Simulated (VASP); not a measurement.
Write the native input for VASP 6.6.1 that does the following.

- Task: single point
- Functional: PBE
- Potentials or basis: VASP PAW PBE potentials, release 64 (In_d, As)
- Cutoff: 500 eV
- k mesh: 8 × 8 × 8
- Occupations: fermi-dirac, width 0.02 eV
- Spin: no spin polarisation
- Dipole correction: no
- Further INCAR settings: ALGO = Normal; EDIFF = 1e-06; NBANDS = 16

The structure of InAs lies in POSCAR:

```
InAs
1.0
    0.0000000000      3.0545916270      3.0545916270
    3.0545916270      0.0000000000      3.0545916270
    3.0545916270      3.0545916270      0.0000000000
In As
1 1
Direct
    0.0000000000      0.0000000000      0.0000000000
    0.2500000000      0.2500000000      0.2500000000
```

One way to write it, as run:

INCAR

```
PREC     = Accurate       # precision mode
ENCUT    = 500            # plane-wave cutoff, eV
EDIFF    = 1E-6           # SCF threshold, eV
ISMEAR   = -1             # smearing method
SIGMA    = 0.02           # smearing width, eV
LREAL    = F              # projectors in reciprocal space
LASPH    = T              # aspherical terms in the spheres
NELM     = 120            # most SCF steps
ALGO     = Normal         # electronic algorithm
ISIF     = 2              # what is computed and relaxed
LWAVE    = F              # write WAVECAR
LCHARG   = F              # write CHGCAR
GGA      = PE             # functional
NBANDS   = 16             # bands
GGA_COMPAT= F
```

KPOINTS

```
regular mesh
0
Gamma
  8 8 8
```

Potentials or basis: VASP PAW PBE potentials, release 64 (In_d, As).

Launch:

```console
$ cat potpaw_PBE.64/In_d/POTCAR potpaw_PBE.64/As/POTCAR > POTCAR
$ mpirun -np 1 vasp_std > vasp.out
```

It gave:

```json
{
 "Pressure": "2.1 GPa",
 "Band gap on the k mesh": "zero (filled and empty bands touch)"
}
```

Caveat: semilocal functionals underestimate gaps, and a narrow one can read as zero; spin-orbit coupling is left out, which moves the levels of the heavy elements.

Wall time 39 s on 1 thread of Intel Xeon 8259CL, with other jobs on the host, peak memory 0.18 GiB.
